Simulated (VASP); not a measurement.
## IrO2: single point with PBE

The system is IrO2.

```
Ir O
1.0
     4.49900    0.00000    0.00000
     0.00000    4.49900    0.00000
     0.00000    0.00000    3.14600
Ir O
2 4
Direct
  0.00000 0.00000 0.00000
  0.50000 0.50000 0.50000
  0.30792 0.30792 0.00000
  0.19208 0.80792 0.50000
  0.69208 0.69208 0.00000
  0.80792 0.19208 0.50000
```

```
Program                : VASP 6.6.1
Task                   : single point
Functional             : PBE
Potentials or basis    : VASP PAW PBE potentials, release 64 (Ir, O)
Cutoff                 : 600 eV
k mesh                 : 10 × 10 × 15
Occupations            : fermi-dirac, width 0.05 eV
Spin                   : collinear spin
Starting moments       : [1.0, 1.0, 0.0, 0.0, 0.0, 0.0] μB
Dipole correction      : no
Further INCAR settings : ALGO = Normal; EDIFF = 1e-06; NBANDS = 34
```

```
Pressure                                              : 9.7 GPa
Largest force                                         : 0.005 eV/Å
Band gap on the k mesh                                : zero (filled and empty bands overlap)
Net moment                                            : 0.00 μB per cell
Valence electrons inside the program's atomic spheres : Ir 8.37; O 5.02
```

Forces in eV/Å, atoms in the order of the input:
```
Ir   0.000  0.000  0.000
Ir   0.000  0.000  0.000
O   -0.004 -0.004  0.000
O    0.004 -0.004  0.000
O    0.004  0.004  0.000
O   -0.004  0.004  0.000
```

Stress tensor (GPa, compression positive):
```
 8.23  0.00  0.00
 0.00  8.23  0.00
 0.00  0.00 12.50
```

Levels at points of the mesh, in eV from the Fermi level:
Spin up:
| k point | band 19 | band 20 | band 21 | band 22 | band 23 | band 24 |
| --- | --- | --- | --- | --- | --- | --- |
| (0.00, 0.00, 0.00) | -2.41 | -2.31 | -2.25 | 0.77 | 1.25 | 4.20 |
| (0.50, 0.00, 0.00) | -1.30 | -1.30 | -0.30 | -0.30 | 3.60 | 3.60 |
| (0.50, 0.50, 0.00) | -2.40 | -2.40 | 0.21 | 0.21 | 2.54 | 2.54 |
Spin down:
```csv
k point,band 19,band 20,band 21,band 22,band 23,band 24
"(0.00, 0.00, 0.00)",-2.41,-2.31,-2.25,0.77,1.25,4.20
"(0.50, 0.00, 0.00)",-1.30,-1.30,-0.30,-0.30,3.60,3.60
"(0.50, 0.50, 0.00)",-2.40,-2.40,0.21,0.21,2.54,2.54
```

Wall time 4.1 min on 4 MPI ranks on Intel(R) Xeon(R) Platinum 8488C (Sapphire Rapids) (shared host), peak memory 0.67 GiB a rank.

Caveat: the cell stands under pressure; spin-orbit coupling is left out, which moves the levels of the heavy elements.
